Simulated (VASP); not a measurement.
Input of a VASP 6.6.1 run:

Contents of INCAR:

```
SYSTEM = Na
PREC = Accurate
ENCUT = 600
EDIFF = 1E-6
ISMEAR = -1
SIGMA = 0.1
LREAL = .FALSE.
LASPH = .TRUE.
NELM = 60
ALGO = Normal
ISIF = 3
LWAVE = .FALSE.
LCHARG = .FALSE.
GGA = PE
IBRION = 2
NSW = 60
EDIFFG = -0.005
PSTRESS = 51.0
```

KPOINTS

```
regular mesh
0
G
  14 14 14
  0 0 0
```

The input POSCAR:

```
Na
1.0
    0.0000000000      2.3565486273      2.3565486273
    2.3565486273      0.0000000000      2.3565486273
    2.3565486273      2.3565486273      0.0000000000
Na
1
Direct
    0.0000000000      0.0000000000      0.0000000000
```

Potentials or basis: VASP PAW PBE potentials, release 64 (Na_pv).

The run is started by

```sh
$ cat potpaw_PBE.64/Na_pv/POTCAR > POTCAR
$ mpirun -np 1 vasp_std > vasp.out
```

(1) Estimate the relaxed cell.

(2) What does it give for the space group after relaxing (to 0.1 Å)?

Answers

(1) a = 3.333 Å, b = 3.333 Å, c = 3.333 Å, α = 60.00°, β = 60.00°, γ = 60.00°.

(2) Fm-3m (No. 225).
